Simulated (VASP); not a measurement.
**NaTiO3: single point with LDA**

The system is NaTiO3.

```xyz
5
Lattice="4.0526 0.0000 0.0000 0.0000 4.0526 0.0000 0.0000 0.0000 4.0526" Properties=species:S:1:pos:R:3 pbc="T T T"
Na    0.0000    0.0000    0.0000
Ti    2.0263    2.0263    2.0263
O     2.0263    2.0263    0.0000
O     2.0263    0.0000    2.0263
O     0.0000    2.0263    2.0263
```

| Item | Value |
| --- | --- |
| Program | VASP 6.6.1 |
| Task | single point |
| Functional | LDA |
| Potentials or basis | VASP PAW LDA potentials, release 64 (Na_pv, Ti_sv, O) |
| Cutoff | 520 eV |
| k mesh | 6 × 6 × 6 |
| Occupations | methfessel-paxton, width 0.1 eV |
| Spin | no spin polarisation |
| Dipole correction | no |
| Further INCAR settings | ALGO = Normal; EDIFF = 1e-07; NBANDS = 26 |

The pressure is -21.4 GPa.

Levels at points of the mesh, in eV from the Fermi level:
```tsv
k point	band 17	band 18	band 19	band 20	band 21	band 22
(0.00, 0.00, 0.00)	-0.26	-0.26	-0.26	2.10	2.10	2.10
(0.50, 0.00, 0.00)	-0.89	-0.36	-0.36	2.13	3.52	3.52
(0.50, 0.50, 0.00)	-1.32	-1.32	0.28	3.53	3.53	4.04
(0.50, 0.50, 0.50)	0.30	0.30	0.30	4.06	4.06	4.06
```

Wall time 17 s on 1 thread of Intel(R) Xeon(R) 6975P-C (Granite Rapids), with other jobs on the host, peak memory 0.16 GiB.

Caveat: an odd number of electrons without spin polarisation forces a metal; a magnetic or distorted state may lie lower; semilocal functionals often make such compounds metallic where correlation or magnetic order opens a gap, which also shifts bond lengths.
